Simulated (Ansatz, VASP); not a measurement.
**One calculation of MnSi, two programs**

```
Mn Si
1.0
     4.43656    0.00000    0.00000
     0.00000    4.43656    0.00000
     0.00000    0.00000    4.43656
Mn Si
4 4
Cartesian
  0.6137 0.6137 0.6137
  1.6045 3.8228 2.8320
  2.8320 1.6045 3.8228
  3.8228 2.8320 1.6045
  3.7534 3.7534 3.7534
  2.9015 0.6832 1.5351
  1.5351 2.9015 0.6832
  0.6832 1.5351 2.9015
```

Alike in both runs: functional PBE; k mesh 8 × 8 × 8; occupations gaussian, width 0.05 eV; no spin polarisation.

Ansatz relaxed the structure, and its values are those at the end. VASP's run is a single point on that final structure, the one shown.

```csv
,VASP,Ansatz
version,VASP 6.6.1,Ansatz 0.2.0
potentials or method,"VASP PAW PBE potentials, release 64 (Mn_pv, Si), cutoff 520 eV","scalar-relativistic, plane waves, PAW"
valence electrons in the cell,68,76
```

```tsv
	VASP	Ansatz	Ansatz less VASP
gap on the k mesh at the Fermi level (eV)	none	none	-
pressure (GPa)	9.7	9.8	+0.07
rms of the force components (eV/Å)	0.005	0.000	-0.0055
```

A gap of «none» marks a metal or a gap that the smearing closes. VASP's potentials hold 68 valence electrons a cell and Ansatz's 76, so a difference there can come from the potentials and not from the codes. Ansatz's warnings: stress scf threshold loose.
